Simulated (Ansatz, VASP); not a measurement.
## Os: VASP beside Ansatz

The input INCAR:

```
SYSTEM = Os
PREC = Accurate ; ENCUT = 560
EDIFF = 1E-6 ; ISMEAR = -1
SIGMA = 0.08 ; LREAL = .FALSE.
LASPH = .TRUE. ; NELM = 120
ALGO = Normal ; ISIF = 2
LWAVE = .FALSE. ; LCHARG = .TRUE.
GGA = PE ; LELF = .TRUE.
LVHAR = .TRUE. ; NBANDS = 23
GGA_COMPAT = .FALSE.
```

Contents of KPOINTS:

```
regular mesh
0
G
  13 13 13
  0 0 0
```

POSCAR

```
Os
1.0
    0.0000000000      2.3167980842      2.3167980842
    2.3167980842      0.0000000000      2.3167980842
    2.3167980842      2.3167980842      0.0000000000
Os
2
Direct
   -0.1250000000     -0.1250000000     -0.1250000000
    0.1250000000      0.1250000000      0.1250000000
```

Input for Ansatz:

```yaml
crystal:
  lattice:
    - [0.0, 2.3167980842, 2.3167980842]
    - [2.3167980842, 0.0, 2.3167980842]
    - [2.3167980842, 2.3167980842, 0.0]
  atoms:
    - { symbol: Os, position: [-0.125, -0.125, -0.125] }
    - { symbol: Os, position: [0.125, 0.125, 0.125] }
kpoints:
  mp_grid: { grid: [13, 13, 13] }
  band_path:
    path:
      - [0.0, 0.0, 0.0]
      - [0.5, 0.0, 0.5]
      - [0.625, 0.25, 0.625]
      - [0.375, 0.375, 0.75]
      - [0.0, 0.0, 0.0]
      - [0.5, 0.5, 0.5]
      - [0.5, 0.25, 0.75]
      - [0.5, 0.0, 0.5]
    npoints: 8
scf:
  occupations: { method: fermi_dirac, width: 0.08 }
hamiltonian:
  xc: pbe
  pseudopotentials: { kind: paw }
output:
  forces: true
  stress: true
  eigenvalues: true
  populations: true
  dos: { projected: true, de: 0.2, e_range: [-14, 8] }
```

Change from the starting cell: volume scaled by 0.58, PAW files.

Alike in both runs: task single point; functional PBE; k mesh 13 × 13 × 13; occupations fermi-dirac, width 0.08 eV; no spin polarisation.

```csv
,VASP,Ansatz
version,VASP 6.6.1,Ansatz 0.2.0
potentials or method,"VASP PAW PBE potentials, release 64 (Os_sv_GW)","PAW with Ansatz's default frozen-core files, scalar-relativistic"
plane-wave cutoff (eV),560,420
valence electrons in the cell,32,32
```

```tsv
	VASP	Ansatz	Ansatz less VASP
pressure (GPa)	382.8	368.5	-14.29
```

Both programs put the cell under a high pressure, so it lies far from rest at this level.

Spin-orbit coupling is off throughout. Noted on VASP's run: the cell as given lies far from equilibrium.
